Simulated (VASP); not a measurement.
Wanted: the native input for a VASP 6.6.1 run.

```yaml
Task: single point
Functional: PBE
Dispersion: D3(BJ)
Potentials_or_basis: VASP PAW PBE potentials, release 64 (Ta_pv, O)
Cutoff: 520 eV
k_mesh: 12 × 12 × 6
Occupations: gaussian, width 0.1 eV
Spin: no spin polarisation
Dipole_correction: no
Further_INCAR_settings: ALGO = Normal; EDIFF = 1e-06; NBANDS = 33
```

The structure of Ta4O lies in POSCAR:

```
Ta4O
1.0
    3.2198663110      0.0000000000      0.0000000000
    0.0000000000      3.2198663110      0.0000000000
    0.0000000000      0.0000000000      7.3535889677
Ta O
4 1
Direct
    0.0000000000      0.0000000000      0.5000000000
    0.5000000000      0.5000000000      0.7828826133
    0.5000000000      0.5000000000      0.2171173867
    0.0000000000      0.0000000000      0.0000000000
    0.5000000000      0.5000000000      0.5000000000
```

These files were run (other wordings do the same):

INCAR

```
  PREC = Accurate
  ENCUT = 520
  EDIFF = 1E-6
  ISMEAR = 0
  SIGMA = 0.1
  LREAL = F
  LASPH = T
  NELM = 100
  ALGO = Normal
  ISIF = 2
  LWAVE = F
  LCHARG = F
  GGA = PE
  IVDW = 12
  NBANDS = 33
```

KPOINTS

```
Automatic mesh
0
Gamma
  12 12 6
```

Potentials or basis: VASP PAW PBE potentials, release 64 (Ta_pv, O).

The run is started by

```sh
$ cat potpaw_PBE.64/Ta_pv/POTCAR potpaw_PBE.64/O/POTCAR > POTCAR
$ mpirun -np 1 vasp_std > vasp.out
```

It gave:

| Property | Result |
| --- | --- |
| Pressure | 0.3 GPa |
| Largest force | 0.036 eV/Å |
| Band gap on the k mesh | zero (bands 25 and 26 overlap by 1.05 eV) |
| Dispersion energy per atom | -0.561 eV |

Caveat: spin-orbit coupling is left out, which moves the levels of the heavy elements.

It took 6.1 min on 1 thread of Intel Xeon 8259CL, with other jobs on the host, peak memory 0.34 GiB.
